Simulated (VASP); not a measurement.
Te2Mo, a slab with vacuum:

```
Te Mo
1.0
     3.48755    0.00000    0.00000
    -1.74378    3.02031    0.00000
     0.00000    0.00000   17.16632
Te Mo
2 1
Cartesian
  0.0000 2.0135 1.7534
  0.0000 2.0135 15.4129
  0.0000 0.0000 0.0000
```

Base run:

```yaml
Program: VASP 6.6.1
Functional: r2SCAN
Potentials_or_basis: VASP PAW PBE potentials, release 64 (Te, Mo_sv)
Cutoff: 520 eV
k_mesh: 9 × 9 × 2
Occupations: fermi-dirac, width 0.05 eV
Spin: no spin polarisation
```

Its results: band gap on the k mesh 1.23 eV; largest force 1.012 eV/Å.

Problem. The run is repeated on the same cell with these changes: functional from r2SCAN to LDA; potentials or basis from VASP PAW PBE potentials, release 64 (Te, Mo_sv) to VASP PAW LDA potentials, release 64 (Te, Mo_sv). What comes out?

Solution. Band gap on the k mesh 1.14 eV; largest force 0.570 eV/Å.

Caveats: spin-orbit coupling is left out, which moves the levels of the heavy elements; the PAW data sets were made with another functional, which shifts forces and pressure a little (at least some runs).

A k mesh can miss the band edges.
